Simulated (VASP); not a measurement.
The system is CaGeS3.

```
CELL_PARAMETERS angstrom
4.56406 0.00000 0.00000
0.00000 4.56406 0.00000
0.00000 0.00000 4.56406
ATOMIC_POSITIONS crystal
Ca 0.00000 0.00000 0.00000
Ge 0.50000 0.50000 0.50000
S 0.50000 0.50000 0.00000
S 0.50000 0.00000 0.50000
S 0.00000 0.50000 0.50000
```

```yaml
Program: VASP 6.6.1
Task: relaxation of cell and atoms
Functional: PBEsol
Potentials_or_basis: VASP PAW PBE potentials, release 64 (Ca_sv, Ge_d, S)
Cutoff: 600 eV
k_mesh: 6 × 6 × 6
Occupations: fermi-dirac, width 0.03 eV
Spin: no spin polarisation
```

At the start: pressure 7.9 GPa; volume 19.01 Å³/atom.

Task: How do energy, volume and symmetry change on relaxing?

Result: Over 3 steps the energy falls by 42.4 meV/atom and the volume is 20.88 Å³/atom (+9.8 %); space group Pm-3m (No. 221, to 0.1 Å) before and after.

Step by step:
```
step  energy change (eV)  largest force (eV/Å)  pressure (GPa)  volume (Å³)
   1              0.0000                0.0000            7.92        95.07
   2             -0.1793                0.0000           -2.47       108.60
   3             -0.2122                0.0000            0.06       104.40
```

Final structure:
```
CELL_PARAMETERS angstrom
4.70867 0.00000 0.00000
0.00000 4.70867 0.00000
0.00000 0.00000 4.70867
ATOMIC_POSITIONS crystal
Ca 0.00000 0.00000 0.00000
Ge 0.50000 0.50000 0.50000
S 0.50000 0.50000 0.00000
S 0.50000 0.00000 0.50000
S 0.00000 0.50000 0.50000
```

Caveat: the PAW data sets were made with another functional, which shifts forces and pressure a little.
